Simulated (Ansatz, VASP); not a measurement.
**One calculation of Ge, two programs**

```
Ge
1.0
     5.62429    0.00000    0.00000
     0.00000    5.62429    0.00000
     0.00000    0.00000    5.62429
Ge
8
Cartesian
  0.0000 0.0000 0.0000
  0.0000 2.8121 2.8121
  2.8121 0.0000 2.8121
  2.8121 2.8121 0.0000
  1.4061 1.4061 1.4061
  1.4061 4.2182 4.2182
  4.2182 1.4061 4.2182
  4.2182 4.2182 1.4061
```

Alike in both runs: functional LDA; k mesh 4 × 4 × 4; occupations gaussian, width 0.05 eV; no spin polarisation.

Ansatz relaxed the structure, and its values are those at the end. VASP's run is a single point on that final structure, the one shown.

|  | VASP | Ansatz |
| --- | --- | --- |
| version | VASP 6.6.1 | Ansatz 0.2.0 |
| potentials or method | VASP PAW LDA potentials, release 64 (Ge_d) | scalar-relativistic, plane waves, PAW |
| plane-wave cutoff (eV) | 520 | 420 |
| valence electrons in the cell | 112 | 112 |

|  | VASP | Ansatz | Ansatz less VASP |
| --- | --- | --- | --- |
| pressure (GPa) | 0.0 | 0.0 | -0.04 |

LDA's correlation is that of Perdew and Zunger in VASP and of Perdew and Wang (1992) in Ansatz.
